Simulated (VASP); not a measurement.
Set up this calculation in VASP 6.6.1, as the native input.

| Property | Result |
| --- | --- |
| Task | single point |
| Functional | r2SCAN |
| Potentials or basis | VASP PAW PBE potentials, release 64 (Ga_d) |
| Cutoff | 520 eV |
| k mesh | 16 × 16 × 14 |
| Occupations | gaussian, width 0.1 eV |
| Spin | no spin polarisation |
| Dipole correction | no |
| Further INCAR settings | ALGO = Normal; EDIFF = 1e-06; NBANDS = 20 |

Crystal: Ga.

```
CELL_PARAMETERS angstrom
1.32728 -3.86876 0.00000
1.32728 3.86876 0.00000
0.00000 0.00000 3.21589
ATOMIC_POSITIONS crystal
Ga 0.86651 0.13349 0.25000
Ga 0.13349 0.86651 0.75000
```

One way to write it, as run:

POSCAR

```
Ga
1.0
    1.3272823975     -3.8687558182      0.0000000000
    1.3272823975      3.8687558182      0.0000000000
    0.0000000000      0.0000000000      3.2158890592
Ga
2
Direct
    0.8665067259      0.1334932741      0.2500000000
    0.1334932741      0.8665067259      0.7500000000
```

INCAR.step1

```
SYSTEM = Ga
ALGO = Normal
EDIFF = 1E-4
ENCUT = 520
GGA = PE
ISMEAR = 0
LASPH = .TRUE.
LCHARG = .FALSE.
LREAL = .FALSE.
LWAVE = .TRUE.
NBANDS = 20
NELM = 60
PREC = Accurate
SIGMA = 0.1
```

INCAR.step2

```
SYSTEM = Ga
ALGO = Normal
EDIFF = 1E-6
ENCUT = 520
ISIF = 2
ISMEAR = 0
ISTART = 1
LASPH = .TRUE.
LCHARG = .FALSE.
LMIXTAU = .TRUE.
LREAL = .FALSE.
LWAVE = .FALSE.
METAGGA = R2SCAN
NBANDS = 20
NELM = 60
PREC = Accurate
SIGMA = 0.1
```

KPOINTS

```
k-points
0
G
  16 16 14
  0 0 0
```

Potentials or basis: VASP PAW PBE potentials, release 64 (Ga_d).

Run with:

```sh
$ cat potpaw_PBE.64/Ga_d/POTCAR > POTCAR
$ cp INCAR.step1 INCAR
$ mpirun -np 1 vasp_std > vasp.out
$ cp INCAR.step2 INCAR
$ mpirun -np 1 vasp_std > vasp.out
```

Results of the run:

The pressure is 7.4 GPa, the largest force is 0.006 eV/Å and the band gap on the k mesh is zero (bands 13 and 14 overlap by 9.76 eV).

Caveat: the cell stands under pressure; the PAW data sets were made with another functional, which shifts forces and pressure a little.

Run time: 25 min on 1 thread of Intel(R) Xeon(R) Platinum 8175M CPU @ 2.50GHz (Skylake/Cascade Lake), on a shared host, peak memory 0.41 GiB.
